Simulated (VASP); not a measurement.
# SiC (R3m) in VASP: further runs

Runs on SiC. Level: PBE. Tasks: G0W0 quasiparticle levels.

All numbers are computed with VASP 6.6.1; they aren't measurements. Logs are shortened: lines on timing, memory, paths and dates and some standing lists are left out, and cuts for length are marked.

## (1) The cell of the first run

It takes space group R3m (No. 160, trigonal). The conventional cell has a = 3.080 Å, b = 3.080 Å, c = 7.620 Å, α = 90.00°, β = 90.00°, γ = 120.00°. Within 2.5 Å of Si (site symmetry 3m) lie 4 C at 1.89 to 1.90 Å. C (site symmetry 3m) has 4 Si at 1.89 to 1.90 Å within 2.5 Å.

## (2) G0W0 quasiparticle levels, PBE

Input file POSCAR:

```
SiC
1.0
    0.0145203490      2.1925726939      2.1925726939
    2.1925726939      0.0145203490      2.1925726939
    2.1925726939      2.1925726939      0.0145203490
Si C
1 1
Direct
    0.0002702081      0.0002702081      0.0002702081
    0.2497297919      0.2497297919      0.2497297919
```

Input file INCAR.step1:

```
SYSTEM = SiC
PREC     = Accurate       ! precision mode
ENCUT    = 500            ! plane-wave cutoff, eV
EDIFF    = 1E-8           ! SCF threshold, eV
ISMEAR   = 0              ! smearing method
SIGMA    = 0.01           ! smearing width, eV
LREAL    = .False.        ! projectors in reciprocal space
LASPH    = .True.         ! aspherical terms in the spheres
NELM     = 100            ! most SCF steps
ALGO     = Normal         ! electronic algorithm
LWAVE    = .True.         ! write WAVECAR
LCHARG   = .False.        ! write CHGCAR
GGA      = PE             ! functional
```

Input file INCAR.step2:

```
SYSTEM = SiC
PREC     = Accurate       ! precision mode
ENCUT    = 500            ! plane-wave cutoff, eV
EDIFF    = 1E-8           ! SCF threshold, eV
ISMEAR   = 0              ! smearing method
SIGMA    = 0.01           ! smearing width, eV
LREAL    = .False.        ! projectors in reciprocal space
LASPH    = .True.         ! aspherical terms in the spheres
NELM     = 1              ! most SCF steps
ALGO     = Exact          ! electronic algorithm
LWAVE    = .True.         ! write WAVECAR
LCHARG   = .False.        ! write CHGCAR
GGA      = PE             ! functional
NBANDS   = 91             ! bands
LOPTICS  = .True.         ! frequency-dependent dielectric function
ISTART   = 1
```

Input file INCAR.step3:

```
SYSTEM = SiC
PREC     = Accurate       ! precision mode
ENCUT    = 500            ! plane-wave cutoff, eV
EDIFF    = 1E-8           ! SCF threshold, eV
ISMEAR   = 0              ! smearing method
SIGMA    = 0.01           ! smearing width, eV
LREAL    = .False.        ! projectors in reciprocal space
LASPH    = .True.         ! aspherical terms in the spheres
ALGO     = EVGW0          ! electronic algorithm
LWAVE    = .False.        ! write WAVECAR
LCHARG   = .False.        ! write CHGCAR
GGA      = PE             ! functional
NELMGW   = 1            
NBANDS   = 91             ! bands
ENCUTGW  = 150.0          ! cutoff of the response function
NOMEGA   = 96             ! frequency points
PRECFOCK = Fast         
ISTART   = 1            
NBANDSGW = 12           
OMEGAMAX = 20
```

Input file KPOINTS:

```
regular mesh
0
Gamma
  6 6 6
  0 0 0
```

Potentials or basis: VASP PAW PBE potentials, release 64 (Si_GW, C_GW).

Launch:

```bash
$ cat potpaw_PBE.64/Si_GW/POTCAR potpaw_PBE.64/C_GW/POTCAR > POTCAR
$ cp INCAR.step1 INCAR
$ mpirun -np 1 vasp_std > vasp.out
$ cp INCAR.step2 INCAR
$ mpirun -np 1 vasp_std > vasp.out
$ cp INCAR.step3 INCAR
$ mpirun -np 1 vasp_std > vasp.out
```

OUTCAR:

```text
SYSTEM = SiC
   PREC = Accurate
   ENCUT = 500
   EDIFF = 1E-8
   ISMEAR = 0
   LREAL = .False.
   LASPH = .True.
   GGA = PE
   NELMGW = 1
   ENCUTGW = 150.0
   PRECFOCK = Fast
   ISTART = 1

 ion  position               nearest neighbor table
   1  0.000  0.000  0.000-   2 1.89   2 1.89   2 1.89   2 1.90
   2  0.250  0.250  0.250-   1 1.89   1 1.89   1 1.89   1 1.90

  LATTYP: Found a trigonal (rhomboedric) cell.
 ALAT       =     3.1008000382
 COS(alpha) =     0.5066114072

  Lattice vectors:

 A1 = (   0.0145203490,   2.1925726939,   2.1925726939)
 A2 = (   2.1925726939,   0.0145203490,   2.1925726939)
 A3 = (   2.1925726939,   2.1925726939,   0.0145203490)

Analysis of symmetry for initial positions (statically):
=====================================================================
 Subroutine PRICEL returns:
 Original cell was already a primitive cell.

 Routine SETGRP: Setting up the symmetry group for a
 trigonal (rhombohedral) supercell.

 Subroutine GETGRP returns: Found  6 space group operations
 (whereof  6 operations were pure point group operations)
 out of a pool of 12 trial point group operations.

The static configuration has the point symmetry C_3v.

Analysis of symmetry for dynamics (positions and initial velocities):
=====================================================================
 Subroutine PRICEL returns:
 Original cell was already a primitive cell.

 Routine SETGRP: Setting up the symmetry group for a
 trigonal (rhombohedral) supercell.

 Subroutine GETGRP returns: Found  6 space group operations
 (whereof  6 operations were pure point group operations)
 out of a pool of 12 trial point group operations.

The dynamic configuration has the point symmetry C_3v.

 Subroutine INISYM returns: Found  6 space group operations
 (whereof  6 operations are pure point group operations),
 and found     1 'primitive' translations

----------------------------------------------------------------------------------------

                                     Primitive cell

  volume of cell :      20.8716

  direct lattice vectors                    reciprocal lattice vectors
     0.014520349  2.192572694  2.192572694    -0.230320528  0.228805261  0.228805261
     2.192572694  0.014520349  2.192572694     0.228805261 -0.230320528  0.228805261
     2.192572694  2.192572694  0.014520349     0.228805261  0.228805261 -0.230320528

  length of vectors
     3.100800038  3.100800038  3.100800038     0.397179103  0.397179103  0.397179103

  position of ions in fractional coordinates (direct lattice)
     0.000270208  0.000270208  0.000270208
     0.249729792  0.249729792  0.249729792

  ion indices of the primitive-cell ions
   primitive index   ion index
                 1           1
                 2           2

----------------------------------------------------------------------------------------

 KPOINTS: regular mesh

Automatic generation of k-mesh.
 Grid dimensions read from file:
 generate k-points for:    6    6    6

 Generating k-lattice:

  Cartesian coordinates                     Fractional coordinates (reciprocal lattice)
    -0.038386755  0.038134210  0.038134210     0.166666667  0.000000000  0.000000000
     0.038134210 -0.038386755  0.038134210     0.000000000  0.166666667  0.000000000
     0.038134210  0.038134210 -0.038386755     0.000000000  0.000000000  0.166666667

  Length of vectors
     0.066196517  0.066196517  0.066196517

  Shift w.r.t. Gamma in fractional coordinates (k-lattice)
     0.000000000  0.000000000  0.000000000

 Subroutine IBZKPT returns following result:
 ===========================================

 Found     32 irreducible k-points:

 Following reciprocal coordinates:
            Coordinates               Weight
  0.000000  0.000000  0.000000      1.000000
  0.166667  0.000000  0.000000      6.000000
  0.333333 -0.000000  0.000000      6.000000
  0.500000  0.000000 -0.000000      3.000000
  0.166667  0.166667  0.000000      6.000000
  0.333333  0.166667  0.000000     12.000000
[... 16 lines left out ...]
  0.500000  0.500000  0.166667      6.000000
 -0.333333  0.500000  0.166667     12.000000
 [... further k-points ...]
   k-points           NKPTS =     32   k-points in BZ     NKDIM =    216   number of bands    NBANDS=     91
   number of dos      NEDOS =    301   number of ions     NIONS =      2
   total plane-waves  NPLWV =  13824
   dimension x,y,z NGX =    24 NGY =   24 NGZ =   24
   dimension x,y,z NGXF=    48 NGYF=   48 NGZF=   48
   ions per type =               1   1
   NGX,Y,Z   is equivalent  to a cutoff of  12.87, 12.87, 12.87 a.u.
   NGXF,Y,Z  is equivalent  to a cutoff of  25.73, 25.73, 25.73 a.u.
 SYSTEM =  SiC
   PREC   = accura    normal or accurate (medium, high low for compatibility)
   ISTART =      1    job   : 0-new  1-cont  2-samecut
   ICHARG =      0    charge: 1-file 2-atom 10-const
   ISPIN  =      1    spin polarized calculation?
   LNONCOLLINEAR =      F non collinear calculations
   LSORBIT =      F    spin-orbit coupling
   LASPH  =      T    aspherical Exc in radial PAW
   ENCUT  =  500.0 eV  36.75 Ry    6.06 a.u.   5.65  5.65  5.65*2*pi/ulx,y,z
   NELM   =     60;   NELMIN=  2; NELMDL=  0     # of ELM steps
   EDIFF  = 0.1E-07   stopping-criterion for ELM
   LREAL  =      F    real-space projection
   EDIFFG = 0.1E-06   stopping-criterion for IOM
   NSW    =      0    number of steps for IOM
   IBRION =     -1    ionic relax: 0-MD 1-quasi-New 2-CG
   NFREE  =      0    steps in history (QN), initial steepest desc. (CG)
   ISIF   =      0    stress and relaxation
   ISYM   =      3    0-nonsym 1-usesym 2-fastsym
   POTIM  = 0.5000    time-step for ionic-motion
   TEBEG  =    0.0;   TEEND  =   0.0 temperature during run
   PSTRESS=    0.0 pullay stress
   NELECT =       8.0000    total number of electrons
   NUPDOWN=      -1.0000    fix difference up-down
   EMIN   =  10.00;   EMAX   =-10.00  energy-range for DOS
   EFERMI =   0.00;   METHOD = LEGACY
   ISMEAR =     0;   SIGMA  =   0.01  broadening in eV -4-tet -1-fermi 0-gaus
   EFERMI_NEDOS =   21; number of points for ismear=-14 and -15
   IALGO  =     38    algorithm
   IMIX   =      4    mixing-type and parameters
     AMIX     =   0.40;   BMIX     =  1.00
     AMIX_MAG =   1.60;   BMIX_MAG =  1.00
  volume/ion in A,a.u.               =      10.44        70.42
  Fermi-wavevector in a.u.,A,eV,Ry     =   1.189194  2.247251 19.241121  1.414182
  Thomas-Fermi vector in A             =   2.325307
   LORBIT       =      0    0 simple, 1 ext, 2 COOP (PROOUT), +10 PAW based schemes
   GGA     = PE    functional components
   LHFCALC =     T    Hartree Fock is set to
   PRECFOCK=fast      Normal, Fast or Accurate (Low or Medium for compatibility)
   ENCUT4O =  -1.0   cutoff for four orbital integrals eV
   NKREDX  =     1    reduce k-point grid by
   NKREDY  =     1    reduce k-point grid by
   NKREDZ  =     1    reduce k-point grid by
   AEXX    =    1.0000 exact exchange contribution
   HFSCREEN=    0.0000 screening length (either q_TF or 0.3 A-1)
   HFSCREENC=   0.0000 screening length for correlation (either q_TF or 0.3 A-1)
   ENCUTFOCK=  -1.0 apply spherical cutoff to Coloumb kernel
   IVDW    =     0    specifies the selected vdW correction
   LEPSILON=     F    determine dielectric tensor
   LRPA    =     F    only Hartree local field effects (RPA)
   LRPAFORCE           =     F    calculate RPA forces
   ENCUTGW             = 150.0    cutoff for response function in eV
   ENCUTGWSOFT         = 120.0    soft cutoff for Coulomb kernel in GW response function in eV
   ENCUTLF             =  -1.0    cutoff for local field effects
   NELMGW              =     1    number of iterations in solving QP/BSE equation
   NELMHF              =     1    number of iterations in the inner HF iteration
   NKREDLFX            =     1    NKREDLFY  =   1   NKREDLFZ  =   1
 non-spin polarized calculation
 Gauss-broadening in eV      SIGMA  =   0.01
  energy-cutoff  :      500.00
  volume of cell :       20.87
 maximum number of plane-waves:       544
 NGX is ok and might be reduce to    24
  NGX = 14; NGY = 14; NGZ = 14
   NGX = 11   NGY = 11   NGZ = 11
 maximum number of plane-waves:        92
 NGX is ok and might be reduce to    14

 QP shifts <psi_nk| G(iteration)W_0 |psi_nk>: iteration 1
 for sc-GW calculations column KS-energies equals QP-energies in previous step
 and V_xc(KS)=  KS-energies - (<T + V_ion + V_H > + <T+V_H+V_ion>^1  + <V_x>^1)

 k-point   1 :       0.0000    0.0000    0.0000
  band No.  KS-energies  QP-energies   sigma(KS)   V_xc(KS)     V^pw_x(r,r')   Z            occupation Imag(sigma)

      1      -7.6607      -8.6716     -14.1289     -12.7162     -21.6497       0.7156       2.0000       1.2974
      2       7.6211       7.0354     -15.4852     -14.7419     -17.3370       0.7880       2.0000       0.0282
      3       7.7122       7.1301     -15.5349     -14.7960     -17.4076       0.7878       2.0000       0.0283
      4       7.7122       7.1301     -15.5349     -14.7960     -17.4076       0.7878       2.0000       0.0283
      5      13.7753      14.2862     -12.4552     -13.1109      -7.3642       0.7791       0.0000      -0.0688
      6      14.8117      15.3611     -10.8716     -11.5648      -5.8159       0.7925       0.0000      -0.0667
      7      14.9907      15.5449     -10.8246     -11.5252      -5.7309       0.7911       0.0000      -0.0685
      8      14.9907      15.5449     -10.8246     -11.5252      -5.7309       0.7911       0.0000      -0.0685
      9      22.1202      22.7295     -10.6161     -11.3958      -4.4903       0.7814       0.0000      -0.2410
     10      22.1202      22.7295     -10.6161     -11.3958      -4.4903       0.7814       0.0000      -0.2410
     11      24.0053      24.2222      -9.4853      -9.7667      -2.9097       0.7709       0.0000      -0.3784
     12      24.8340      25.0637      -9.9579     -10.2551      -2.9564       0.7730       0.0000      -0.6287

 k-point   2 :       0.1667    0.0000    0.0000
  band No.  KS-energies  QP-energies   sigma(KS)   V_xc(KS)     V^pw_x(r,r')   Z            occupation Imag(sigma)
[... 353 lines left out ...]
      1      -2.5173      -3.3841     -15.6258     -14.4290     -21.8797       0.7243       2.0000       0.5902
      2       0.4072      -0.4744     -13.8358     -12.6347     -18.0113       0.7340       2.0000       0.2184
      3       3.1954       2.3313     -13.9526     -12.8111     -16.9769       0.7570       2.0000       0.0721
      4       3.3325       2.4905     -13.5994     -12.4943     -16.3948       0.7619       2.0000       0.0645
      5      11.6590      12.0288     -11.2188     -11.6810      -6.8680       0.8001       0.0000      -0.0523
      6      14.7196      15.2561     -11.0244     -11.6971      -6.0817       0.7974       0.0000      -0.0643
      7      18.4204      18.9713     -11.2553     -11.9795      -4.9178       0.7607       0.0000      -0.1881
      8      19.8068      20.5093     -11.9962     -12.9183      -5.6955       0.7619       0.0000      -0.1948
      9      21.7422      22.3896     -12.0290     -12.9124      -4.6059       0.7328       0.0000      -0.3788
     10      25.2881      25.7968     -11.1187     -11.7898      -3.7686       0.7581       0.0000      -0.5735
     11      28.6442      29.4555     -12.1143     -13.1915      -4.4800       0.7531       0.0000      -0.7769
     12      31.6046      32.1216     -11.8192     -12.5000      -3.9972       0.7595       0.0000      -1.1486

 [... further k-points ...]
```

Wall time 9.5 min (1 thread of Intel Xeon Platinum 8488C (Sapphire Rapids), shared host); peak memory 0.46 GiB.

Results:

```yaml
Quasiparticle_gap: 2.12 eV
Least_direct_quasiparticle_gap: 5.50 eV
Band_gap_of_the_starting_levels_on_the_mesh: 1.33 eV
Least_direct_gap_of_the_starting_levels_on_the_mesh: 4.47 eV
```

Caveat: the k points lie up to 0.42 Å⁻¹ apart; bands, screening cutoff and mesh are small and nothing is extrapolated, so the quasiparticle values aren't converged.

(Part 1 of 2 ends here.)
